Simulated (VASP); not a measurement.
# WC (Fm-3m) in VASP: a series of runs

WC is run at these levels: LDA, PBE; tasks: vibrations by perturbation theory, elastic constants.

Everything below comes from runs of VASP 6.6.1. Logs are shortened: lines on timing, memory, paths and dates and some standing lists are left out, and cuts for length are marked.

### 1 The cell of the first run

Symmetry: Fm-3m, No. 225, cubic system. Conventional cell: a = 4.385 Å, b = 4.385 Å, c = 4.385 Å, α = 90.00°, β = 90.00°, γ = 90.00°. W (site symmetry m-3m) has 6 C at 2.19 Å within 2.9 Å. C (site symmetry m-3m) has 6 W at 2.19 Å within 2.9 Å.

### 2 Vibrations by perturbation theory, LDA

The input, INCAR:

```
SYSTEM = WC
PREC = Accurate
ENCUT = 520
EDIFF = 1E-8
ISMEAR = -1
SIGMA = 0.05
LREAL = .FALSE.
LASPH = .TRUE.
NELM = 60
ALGO = Normal
ISIF = 2
LWAVE = .FALSE.
LCHARG = .TRUE.
NBANDS = 16
IBRION = 8
NSW = 1
```

The input, KPOINTS:

```
regular mesh
0
G
  7 7 7
  0 0 0
```

The input, POSCAR:

```
WC
1.0
    0.0000000000      2.1926840000      2.1926840000
    2.1926840000      0.0000000000      2.1926840000
    2.1926840000      2.1926840000      0.0000000000
W C
1 1
Direct
    0.0000000000      0.0000000000      0.0000000000
    0.5000000000      0.5000000000      0.5000000000
```

Potentials or basis: VASP PAW LDA potentials, release 64 (W_sv, C).

Launch:

```console
cat potpaw_LDA.64/W_sv/POTCAR potpaw_LDA.64/C/POTCAR > POTCAR
mpirun -np 1 vasp_std > vasp.out
```

OUTCAR:

```text
SYSTEM = WC
   PREC = Accurate
   ENCUT = 520
   EDIFF = 1E-8
   ISMEAR = -1
   LREAL = .FALSE.
   LASPH = .TRUE.
   NELM = 60
   ISIF = 2
   IBRION = 8
   NSW = 1

 ion  position               nearest neighbor table
   1  0.000  0.000  0.000-   2 2.19   2 2.19   2 2.19   2 2.19   2 2.19   2 2.19
   2  0.500  0.500  0.500-   1 2.19   1 2.19   1 2.19   1 2.19   1 2.19   1 2.19

  LATTYP: Found a face centered cubic cell.
 ALAT       =     4.3853680000

  Lattice vectors:

 A1 = (   0.0000000000,   2.1926840000,   2.1926840000)
 A2 = (   2.1926840000,   0.0000000000,   2.1926840000)
 A3 = (   2.1926840000,   2.1926840000,   0.0000000000)

Analysis of symmetry for initial positions (statically):
=====================================================================
 Subroutine PRICEL returns:
 Original cell was already a primitive cell.

 Routine SETGRP: Setting up the symmetry group for a
 face centered cubic supercell.

 Subroutine GETGRP returns: Found 48 space group operations
 (whereof 48 operations were pure point group operations)
 out of a pool of 48 trial point group operations.

The static configuration has the point symmetry O_h .

Analysis of symmetry for dynamics (positions and initial velocities):
=====================================================================
 Subroutine PRICEL returns:
 Original cell was already a primitive cell.

 Routine SETGRP: Setting up the symmetry group for a
 face centered cubic supercell.

 Subroutine GETGRP returns: Found 48 space group operations
 (whereof 48 operations were pure point group operations)
 out of a pool of 48 trial point group operations.

The dynamic configuration has the point symmetry O_h .

 Subroutine INISYM returns: Found 48 space group operations
 (whereof 48 operations are pure point group operations),
 and found     1 'primitive' translations

----------------------------------------------------------------------------------------

[... 532 lines left out ...]

 VOLUME and BASIS-vectors are now :
 -----------------------------------------------------------------------------
  energy-cutoff  :      520.00
  volume of cell :       21.08
      direct lattice vectors                 reciprocal lattice vectors
     0.000000000  2.192684000  2.192684000    -0.228031034  0.228031034  0.228031034
     2.192684000  0.000000000  2.192684000     0.228031034 -0.228031034  0.228031034
     2.192684000  2.192684000  0.000000000     0.228031034  0.228031034 -0.228031034

 POSITION                                       TOTAL-FORCE (eV/Angst)
 -----------------------------------------------------------------------------------
      0.00000      0.00000      0.00000         0.000000      0.000000      0.000000
      2.19268      2.19268      2.19268        -0.000000     -0.000000     -0.000000
 -----------------------------------------------------------------------------------
    total drift:                                0.000000     -0.000000     -0.000000

  FREE ENERGIE OF THE ION-ELECTRON SYSTEM (eV)
  ---------------------------------------------------
  free  energy   TOTEN  =       -23.8001530114 eV

  energy  without entropy=      -23.7938486838  energy(sigma->0) =      -23.79700085

[... ionic steps 2 to 3 ...]

--------------------------------------- Ionic step        4  -------------------------------------------

------------------------ aborting loop because EDIFF is reached ----------------------------------------

[... ionic steps 5 to 6 ...]

--------------------------------------- Ionic step        7  -------------------------------------------

 Free energy of the ion-electron system (eV)
  ---------------------------------------------------
  ---------------------------------------------------
  free energy    TOTEN  =        -0.12061552 eV

  energy without entropy =       -0.12061552

------------------------ aborting loop because EDIFF is reached ----------------------------------------

 INTERNAL STRAIN TENSOR  FOR ION    2  DIRECTION 1   (eV/Angst):
 -----------------------------------------------------------------------------
    -0.00606  0.00000  0.00000
     0.00000  0.00664 -0.00000
     0.00000 -0.00000  0.00664

 INTERNAL STRAIN TENSOR FOR ION    2 for displacements in x,y,z  (eV/Angst):
          X           Y           Z          XY          YZ          ZX
  --------------------------------------------------------------------------------
  x     0.00000     0.00000     0.00000     0.00000     0.00000     0.00000
  y     0.00000     0.00000     0.00000     0.00000     0.00000     0.00000
  z     0.00000     0.00000     0.00000     0.00000     0.00000     0.00000

 SECOND DERIVATIVES (NOT SYMMETRIZED)
 ------------------------------------
               1X          1Y          1Z          2X          2Y          2Z
  1X    -6.194223    0.000000    0.000000    6.194223    0.000000    0.000000
  1Y     0.000000   -6.194223    0.000000    0.000000    6.194223    0.000000
  1Z     0.000000    0.000000   -6.194223    0.000000    0.000000    6.194223
  2X     6.205670    0.000000    0.000000   -6.205670    0.000000    0.000000
  2Y     0.000000    6.205670    0.000000    0.000000   -6.205670    0.000000
  2Z     0.000000    0.000000    6.205670    0.000000    0.000000   -6.205670

 Eigenvectors and eigenvalues of the dynamical matrix
 ----------------------------------------------------

   1 f  =   11.597732 THz    72.870702 2PiTHz  386.858711 cm-1    47.964346 meV
             X         Y         Z           dx          dy          dz
      0.000000  0.000000  0.000000    -0.122301   -0.215082    0.000000
      2.192684  2.192684  2.192684     0.478933    0.842262    0.000000
[... 21 lines left out ...]
   6 f/i=    0.002567 THz     0.016127 2PiTHz    0.085614 cm-1     0.010615 meV
             X         Y         Z           dx          dy          dz
      0.000000  0.000000  0.000000    -0.003828    0.045424   -0.967835
      2.192684  2.192684  2.192684    -0.000978    0.011600   -0.247149

--------------------------------------------------------------------------------------------------------

 ELASTIC MODULI CONTR FROM IONIC RELAXATION (kBar)
 Direction    XX          YY          ZZ          XY          YZ          ZX
 --------------------------------------------------------------------------------
 XX           0.0000      0.0000      0.0000      0.0000      0.0000      0.0000
 YY           0.0000      0.0000      0.0000      0.0000      0.0000      0.0000
 ZZ           0.0000      0.0000      0.0000      0.0000      0.0000      0.0000
 XY           0.0000      0.0000      0.0000      0.0000      0.0000      0.0000
 YZ           0.0000      0.0000      0.0000      0.0000      0.0000      0.0000
 ZX           0.0000      0.0000      0.0000      0.0000      0.0000      0.0000
 --------------------------------------------------------------------------------
```

OSZICAR:

```text
N       E                     dE             d eps       ncg     rms          rms(c)
DAV:   1     0.109569333172E+03    0.10957E+03   -0.96545E+03   648   0.125E+03
DAV:   2    -0.240641027817E+02   -0.13363E+03   -0.12917E+03   776   0.336E+02
DAV:   3    -0.272874637383E+02   -0.32234E+01   -0.32141E+01   656   0.490E+01
DAV:   4    -0.273040443758E+02   -0.16581E-01   -0.16579E-01   864   0.400E+00
DAV:   5    -0.273041684819E+02   -0.12411E-03   -0.12411E-03   680   0.327E-01    0.308E+01
[... 42 lines left out ...]
RMM:   7    -0.120614814007E+00    0.26866E-05    0.10878E-07  2202   0.131E-03    0.154E-04
RMM:   8    -0.120616210987E+00   -0.13970E-05   -0.12883E-08  2273   0.403E-04    0.604E-05
RMM:   9    -0.120615625738E+00    0.58525E-06    0.91083E-08  2267   0.137E-04    0.109E-05
RMM:  10    -0.120615525802E+00    0.99935E-07    0.12494E-07  2434   0.384E-05    0.288E-06
RMM:  11    -0.120615520772E+00    0.50298E-08    0.64797E-08  2362   0.139E-05    0.609E-07
 Linear response finished
```

stdout:

```text
POSCAR found type information on POSCAR W C
 POSCAR found :  2 types and       2 ions
 scaLAPACK will be used
 LDA part: xc-table for (Slater(with rela. corr.)+CA(PZ))
 , standard interpolation
 POSCAR, INCAR and KPOINTS ok, starting setup
 FFT: planning ... GRIDC
 FFT: planning ... GRID_SOFT
 FFT: planning ... GRID
 WAVECAR not read
 entering main loop
 Linear response reoptimize wavefunctions to high precision
 Linear response DOF=           2
 Linear response progress:
 first order change of Fermi-energy   0.44636E-03
 force on displaced ion       1 direction 1 :  -6.194   0.000   0.000
 Linear response progress:
 first order change of Fermi-energy   0.18655E-03
 force on displaced ion       2 direction 1 :  -6.206   0.000   0.000
 Linear response finished
```

It took 72 s on 1 thread of Intel Xeon 8259CL, shared host; peak memory 0.17 GiB.

Results:

- Highest phonon frequency at Γ: 387 cm⁻¹

Phonon frequencies in cm⁻¹ (negative: imaginary):
```tsv
q point	frequencies
(0.000, 0.000, 0.000)	0 0 0 387 387 387
```

Caveat: the cell stands under pressure or tension, which shifts response properties; spin-orbit coupling is left out, which moves the levels of the heavy elements.

### 3 Vibrations by perturbation theory, PBE

The input, INCAR:

```
PREC = Accurate
ENCUT = 520
EDIFF = 1E-8
ISMEAR = -1
SIGMA = 0.05
LREAL = False
LASPH = True
NELM = 60
ALGO = Normal
ISIF = 2
LWAVE = False
LCHARG = False
GGA = PE
IBRION = 8
NSW = 1
```

The input, KPOINTS:

```
regular mesh
0
Gamma
  7 7 7
```

POSCAR is that of step 2.

Potentials or basis: VASP PAW PBE potentials, release 64 (W_sv, C).

Launch:

```console
cat potpaw_PBE.64/W_sv/POTCAR potpaw_PBE.64/C/POTCAR > POTCAR
mpirun -np 1 vasp_std > vasp.out
```

OUTCAR:

```text
PREC = Accurate
   ENCUT = 520
   EDIFF = 1E-8
   ISMEAR = -1
   LREAL = False
   LASPH = True
   NELM = 60
   ISIF = 2
   GGA = PE
   IBRION = 8
   NSW = 1

 ion  position               nearest neighbor table
   1  0.000  0.000  0.000-   2 2.19   2 2.19   2 2.19   2 2.19   2 2.19   2 2.19
   2  0.500  0.500  0.500-   1 2.19   1 2.19   1 2.19   1 2.19   1 2.19   1 2.19

  LATTYP: Found a face centered cubic cell.
 ALAT       =     4.3853680000

  Lattice vectors:

 A1 = (   0.0000000000,   2.1926840000,   2.1926840000)
 A2 = (   2.1926840000,   0.0000000000,   2.1926840000)
 A3 = (   2.1926840000,   2.1926840000,   0.0000000000)

Analysis of symmetry for initial positions (statically):
=====================================================================
 Subroutine PRICEL returns:
 Original cell was already a primitive cell.

 Routine SETGRP: Setting up the symmetry group for a
 face centered cubic supercell.

 Subroutine GETGRP returns: Found 48 space group operations
 (whereof 48 operations were pure point group operations)
 out of a pool of 48 trial point group operations.

The static configuration has the point symmetry O_h .

Analysis of symmetry for dynamics (positions and initial velocities):
=====================================================================
 Subroutine PRICEL returns:
 Original cell was already a primitive cell.

 Routine SETGRP: Setting up the symmetry group for a
 face centered cubic supercell.

 Subroutine GETGRP returns: Found 48 space group operations
 (whereof 48 operations were pure point group operations)
 out of a pool of 48 trial point group operations.
[... 496 lines left out ...]
    total drift:                                0.000000     -0.000000     -0.000000

  FREE ENERGIE OF THE ION-ELECTRON SYSTEM (eV)
  ---------------------------------------------------
  free  energy   TOTEN  =       -21.5822496241 eV

  energy  without entropy=      -21.5767304282  energy(sigma->0) =      -21.57949003

[... ionic steps 2 to 3 ...]

--------------------------------------- Ionic step        4  -------------------------------------------

------------------------ aborting loop because EDIFF is reached ----------------------------------------

[... ionic steps 5 to 6 ...]

--------------------------------------- Ionic step        7  -------------------------------------------

 Free energy of the ion-electron system (eV)
  ---------------------------------------------------
  ---------------------------------------------------
  free energy    TOTEN  =        -0.12218018 eV

  energy without entropy =       -0.12218018

------------------------ aborting loop because EDIFF is reached ----------------------------------------

 INTERNAL STRAIN TENSOR  FOR ION    2  DIRECTION 1   (eV/Angst):
 -----------------------------------------------------------------------------
    -0.00744  0.00000 -0.00000
    -0.00000  0.00724 -0.00000
    -0.00000 -0.00000  0.00724

 INTERNAL STRAIN TENSOR FOR ION    2 for displacements in x,y,z  (eV/Angst):
          X           Y           Z          XY          YZ          ZX
  --------------------------------------------------------------------------------
  x     0.00000     0.00000     0.00000     0.00000     0.00000     0.00000
  y     0.00000     0.00000     0.00000     0.00000     0.00000     0.00000
  z     0.00000     0.00000     0.00000     0.00000     0.00000     0.00000

 SECOND DERIVATIVES (NOT SYMMETRIZED)
 ------------------------------------
               1X          1Y          1Z          2X          2Y          2Z
  1X    -6.538441    0.000000    0.000000    6.538441    0.000000    0.000000
  1Y     0.000000   -6.538441    0.000000    0.000000    6.538441    0.000000
  1Z     0.000000    0.000000   -6.538441    0.000000    0.000000    6.538441
  2X     6.549152    0.000000    0.000000   -6.549152    0.000000    0.000000
  2Y     0.000000    6.549152    0.000000    0.000000   -6.549152    0.000000
  2Z     0.000000    0.000000    6.549152    0.000000    0.000000   -6.549152

 Eigenvectors and eigenvalues of the dynamical matrix
 ----------------------------------------------------

   1 f  =   11.914452 THz    74.860713 2PiTHz  397.423355 cm-1    49.274194 meV
             X         Y         Z           dx          dy          dz
      0.000000  0.000000  0.000000     0.174971    0.174971   -0.000000
      2.192684  2.192684  2.192684    -0.685117   -0.685117   -0.000000
[... 21 lines left out ...]
   6 f/i=    0.002338 THz     0.014689 2PiTHz    0.077982 cm-1     0.009669 meV
             X         Y         Z           dx          dy          dz
      0.000000  0.000000  0.000000     0.000294    0.117777    0.961716
      2.192684  2.192684  2.192684     0.000075    0.030079    0.245612

--------------------------------------------------------------------------------------------------------

 ELASTIC MODULI CONTR FROM IONIC RELAXATION (kBar)
 Direction    XX          YY          ZZ          XY          YZ          ZX
 --------------------------------------------------------------------------------
 XX           0.0000      0.0000      0.0000      0.0000      0.0000      0.0000
 YY           0.0000      0.0000      0.0000      0.0000      0.0000      0.0000
 ZZ           0.0000      0.0000      0.0000      0.0000      0.0000      0.0000
 XY           0.0000      0.0000      0.0000      0.0000      0.0000      0.0000
 YZ           0.0000      0.0000      0.0000      0.0000      0.0000      0.0000
 ZX           0.0000      0.0000      0.0000      0.0000      0.0000      0.0000
 --------------------------------------------------------------------------------
```

OSZICAR:

```text
N       E                     dE             d eps       ncg     rms          rms(c)
DAV:   1     0.108040839409E+03    0.10804E+03   -0.95132E+03   520   0.153E+03
DAV:   2    -0.213329466130E+02   -0.12937E+03   -0.12640E+03   595   0.374E+02
DAV:   3    -0.250336849592E+02   -0.37007E+01   -0.36666E+01   625   0.591E+01
DAV:   4    -0.250716493599E+02   -0.37964E-01   -0.37828E-01   575   0.608E+00
[... 42 lines left out ...]
RMM:   8    -0.122180830505E+00   -0.17722E-05   -0.49532E-08  1852   0.692E-04    0.791E-05
RMM:   9    -0.122180168010E+00    0.66249E-06   -0.51222E-09  1808   0.258E-04    0.742E-06
RMM:  10    -0.122180216689E+00   -0.48679E-07   -0.15300E-07  1941   0.593E-05    0.305E-06
RMM:  11    -0.122180178922E+00    0.37767E-07    0.70418E-09  1868   0.153E-05    0.525E-07
RMM:  12    -0.122180183790E+00   -0.48675E-08   -0.63127E-09  1588   0.373E-06    0.174E-07
 Linear response finished
```

stdout:

```text
POSCAR found type information on POSCAR W C
 POSCAR found :  2 types and       2 ions
 scaLAPACK will be used
 LDA part: xc-table for (Slater+PW92), standard interpolation
 POSCAR, INCAR and KPOINTS ok, starting setup
 FFT: planning ... GRIDC
 FFT: planning ... GRID_SOFT
 FFT: planning ... GRID
 WAVECAR not read
 entering main loop
[... 19 lines left out ...]
 -----------------------------------------------------------------------------

 Linear response reoptimize wavefunctions to high precision
 Linear response DOF=           2
 Linear response progress:
 first order change of Fermi-energy   0.46223E-03
 force on displaced ion       1 direction 1 :  -6.538   0.000   0.000
 Linear response progress:
 first order change of Fermi-energy   0.19997E-03
 force on displaced ion       2 direction 1 :  -6.549   0.000   0.000
 Linear response finished
```

Wall time 82 s (1 thread of Intel Xeon 8259CL, shared host); peak memory 0.17 GiB.

Results:

- Highest phonon frequency at Γ: 397 cm⁻¹

Phonon frequencies in cm⁻¹ (negative: imaginary):
```csv
q point,frequencies
"(0.000, 0.000, 0.000)",0 0 0 397 397 397
```

Caveat: spin-orbit coupling is left out, which moves the levels of the heavy elements.

### 4 Elastic constants, LDA

The input, INCAR:

```
PREC = Accurate
ENCUT = 600
EDIFF = 1E-8
ISMEAR = -1
SIGMA = 0.05
LREAL = F
LASPH = T
NELM = 60
ALGO = Normal
ISIF = 3
LWAVE = F
LCHARG = T
IBRION = 6
NFREE = 2
POTIM = 0.015
NSW = 1
```

The input, KPOINTS:

```
Automatic mesh
0
Gamma
  7 7 7
```

POSCAR is that of step 3.

Potentials or basis: VASP PAW LDA potentials, release 64 (W_sv, C).

Launch:

```console
cat potpaw_LDA.64/W_sv/POTCAR potpaw_LDA.64/C/POTCAR > POTCAR
mpirun -np 1 vasp_std > vasp.out
```

Run time: 8.5 min. Hardware: 1 thread of Intel Xeon 8259CL, shared host; peak memory 0.19 GiB.

Results (log left out):

```yaml
Elastic_constants_C11_C12_C44: 757, 156, 174 GPa
Voigt_bulk_modulus: 356 GPa
Highest_phonon_frequency_at_Γ: 388 cm⁻¹
```

Phonon frequencies in cm⁻¹ (negative: imaginary):
```csv
q point,frequencies
"(0.000, 0.000, 0.000)",0 0 0 388 388 388
```

Elastic tensor in Voigt notation (GPa, in the Cartesian axes of the cell as first typed):
```
757 156 156   0   0   0
156 757 156   0   0   0
156 156 757   0   0   0
  0   0   0 174   0   0
  0   0   0   0 174   0
  0   0   0   0   0 174
```

Clamped-ion elastic tensor (GPa):
```
757 156 156   0   0   0
156 757 156   0   0   0
156 156 757   0   0   0
  0   0   0 174   0   0
  0   0   0   0 174   0
  0   0   0   0   0 174
```

Caveat: the cell is under stress, which shifts elastic constants; spin-orbit coupling is left out, which moves the levels of the heavy elements.
